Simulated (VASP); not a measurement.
Input of a VASP 6.6.1 run:

The input POSCAR:

```
Si7Ge
1.0
    5.4679684304      0.0000000000      0.0000000000
    0.0000000000      5.4679684304      0.0000000000
    0.0000000000      0.0000000000      5.4679684304
Si Ge
7 1
Direct
    0.2262409447      0.2262409447      0.2262409447
    0.0392162215      0.5075513390      0.5075513390
    0.5075513390      0.5075513390      0.0392162215
    0.5075513390      0.0392162215      0.5075513390
    0.7544688710      0.2924198300      0.7544688710
    0.7544688710      0.7544688710      0.2924198300
    0.2924198300      0.7544688710      0.7544688710
   -0.0316763132     -0.0316763132     -0.0316763132
```

INCAR.step1

```
PREC = Accurate ; ENCUT = 550
ISMEAR = 0 ; SIGMA = 0.05
LREAL = False ; LASPH = True
NELM = 120 ; NBANDS = 31
GGA = PE ; ALGO = Normal
EDIFF = 1E-5 ; LWAVE = True
LCHARG = False ; GGA_COMPAT = False
```

INCAR.step2

```
PREC = Accurate ; ENCUT = 550
EDIFF = 1E-6 ; ISMEAR = 0
SIGMA = 0.05 ; LREAL = False
LASPH = True ; NELM = 120
ALGO = Normal ; ISIF = 2
LWAVE = False ; LCHARG = True
METAGGA = R2SCAN ; LMIXTAU = True
LELF = True ; LVHAR = True
NBANDS = 31 ; ISTART = 1
GGA_COMPAT = False
```

Contents of KPOINTS:

```
Automatic mesh
0
Gamma
  6 6 6
```

Potentials or basis: VASP PAW PBE potentials, release 64 (Si, Ge_d).

The run is started by

```console
$ cat potpaw_PBE.64/Si/POTCAR potpaw_PBE.64/Ge_d/POTCAR > POTCAR
$ cp INCAR.step1 INCAR
$ mpirun -np 1 vasp_std > vasp.out
$ cp INCAR.step2 INCAR
$ mpirun -np 1 vasp_std > vasp.out
```

Problem. What does it give for the band gap on the k mesh?

Solution. 0.34 eV.

Problem. Predict the largest force.

Solution. 0.980 eV/Å.

Problem. Predict the pressure.

Solution. -1.8 GPa.

Forces in eV/Å, atoms in the order of the input:
```
Si   0.566  0.566  0.566
Si  -0.421 -0.244 -0.244
Si  -0.244 -0.244 -0.421
Si  -0.244 -0.421 -0.244
Si   0.137 -0.442  0.137
Si   0.137  0.137 -0.442
Si  -0.442  0.137  0.137
Ge   0.511  0.511  0.511
```

Caveat: the cell differs from its parent crystal (atoms displaced along a vibrational mode); the PAW data sets were made with another functional, which shifts forces and pressure a little. A k mesh can miss the band edges.
